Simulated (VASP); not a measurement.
CsPtS:

```
CELL_PARAMETERS angstrom
4.65440 0.00000 0.00000
0.00000 4.65440 0.00000
0.00000 0.00000 5.23363
ATOMIC_POSITIONS crystal
Cs 0.00000 0.00000 0.00000
Pt 0.00000 0.00000 0.50000
S 0.50000 0.50000 0.50000
```

The cell was generated, and may not be a known phase.

* Program: VASP 6.6.1
* Task: relaxation of cell and atoms
* Functional: PBE
* Potentials or basis: VASP PAW PBE potentials, release 64 (Cs_sv, Pt_sv_GW, S)
* Cutoff: 570 eV
* k mesh: 4 × 4 × 4
* Occupations: gaussian, width 0.1 eV
* Spin: no spin polarisation

At the start: pressure -2.7 GPa; volume 37.79 Å³/atom.

Task: Where does the relaxation end?

Result: Over 12 steps the energy falls by 1008.9 meV/atom and the volume is 27.09 Å³/atom (-28.3 %); space group P4/mmm (No. 123, to 0.1 Å) before and after.

Step by step:
| step | energy change (eV) | largest force (eV/Å) | pressure (GPa) | volume (Å³) |
| --- | --- | --- | --- | --- |
| 1 | 0.0000 | 0.0000 | -2.66 | 113.38 |
| 2 | -1.7103 | 0.0000 | -5.65 | 101.76 |
| 3 | -1.9531 | 0.0000 | 15.74 | 73.58 |
| 4 | -2.6690 | 0.0000 | -5.01 | 92.64 |
| 5 | -2.8839 | 0.0000 | 3.38 | 79.82 |
| 6 | -2.9768 | 0.0000 | -2.74 | 86.25 |
| 7 | -3.0017 | 0.0000 | -2.10 | 84.97 |
| 8 | -3.0099 | 0.0000 | -0.72 | 83.25 |
| 9 | -3.0107 | 0.0000 | -1.48 | 84.13 |
| 10 | -3.0198 | 0.0000 | 1.04 | 80.16 |
| 11 | -3.0236 | 0.0000 | 0.10 | 81.52 |
| 12 | -3.0267 | 0.0000 | 0.00 | 81.28 |

Final structure:
```
Cs Pt S
1.0
     3.55360    0.00000    0.00000
     0.00000    3.55360    0.00000
     0.00000    0.00000    6.43682
Cs Pt S
1 1 1
Direct
  0.00000 0.00000 0.00000
  0.00000 0.00000 0.50000
  0.50000 0.50000 0.50000
```

Caveat: the volume moved by over 15 % at a fixed basis, so the end points are rough.
